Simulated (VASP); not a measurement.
PbF2, 3 atoms in the cell. Symmetry: Fm-3m, No. 225, cubic system. Conventional cell: a = 5.960 Å, b = 5.960 Å, c = 5.960 Å, α = 90.00°, β = 90.00°, γ = 90.00°. Pb (site symmetry m-3m) has 8 F at 2.58 Å within 3.4 Å. Within 3.4 Å of F (site symmetry -43m) lie 4 Pb at 2.58 Å and 6 F at 2.98 Å. 

```yaml
Program: VASP 6.6.1
Task: single point
Functional: r2SCAN
Potentials_or_basis: VASP PAW PBE potentials, release 64 (Pb_d, F)
Cutoff: 520 eV
k_mesh: 8 × 8 × 8
Occupations: gaussian, width 0.05 eV
Spin: no spin polarisation
Dipole_correction: no
Further_INCAR_settings: ALGO = Normal; EDIFF = 1e-06; NBANDS = 21
```

Potentials or basis: VASP PAW PBE potentials, release 64 (Pb_d, F).

Command:

```console
$ cat potpaw_PBE.64/Pb_d/POTCAR potpaw_PBE.64/F/POTCAR > POTCAR
$ cp INCAR.step1 INCAR
$ mpirun -np 1 vasp_std > vasp.out
$ cp INCAR.step2 INCAR
$ mpirun -np 1 vasp_std > vasp.out
```

Hardware: 1 thread of AMD EPYC 9R45 96-Core Processor (Zen 5), on a shared host.

Problem. Estimate the wall time of this run.

Solution. Run time: 74 s on 1 thread of AMD EPYC 9R45 96-Core Processor (Zen 5), on a shared host, peak memory 0.17 GiB. Counts: k points 29.
